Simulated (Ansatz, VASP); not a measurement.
## One calculation of Si4Ru, two programs

```
Si Ru
1.0
     5.29125    0.00000    0.00000
     0.00000    5.29125    0.00000
     0.00000    0.00000    5.58133
Si Ru
8 2
Cartesian
  1.4479 3.8434 1.3953
  1.4479 3.8434 4.1860
  3.8434 1.4479 1.3953
  3.8434 1.4479 4.1860
  1.4479 1.4479 1.3953
  1.4479 1.4479 4.1860
  3.8434 3.8434 1.3953
  3.8434 3.8434 4.1860
  0.0000 5.2912 0.0000
  0.0000 5.2912 2.7907
```

Alike in both runs: task single point; functional PBE; k mesh 4 × 4 × 4; occupations gaussian, width 0.2 eV; no spin polarisation.

```csv
,VASP,Ansatz
version,VASP 6.6.1,Ansatz 0.2.0
potentials or method,"VASP PAW PBE potentials, release 64 (Si, Ru_pv), cutoff 520 eV","scalar-relativistic, plane waves, PAW"
valence electrons in the cell,60,64
```

Ansatz gave:

```
gap on the k mesh at the Fermi level (eV)                     : none
pressure (GPa)                                                : 0.1
traceless stress, the component that is largest in VASP (GPa) : -0.12
rms of the force components (eV/Å)                            : 0.029
```

Question: What did VASP give for the same quantities?

Answer: gap on the k mesh at the Fermi level (eV): none; pressure (GPa): 0.0; traceless stress, the component that is largest in VASP (GPa): -0.10; rms of the force components (eV/Å): 0.032.

Atom by atom the forces differ by 0.003 eV/Å (rms over components). A gap of «none» marks a metal or a gap that the smearing closes. VASP's potentials hold 60 valence electrons a cell and Ansatz's 64, so a difference there can come from the potentials and not from the codes.
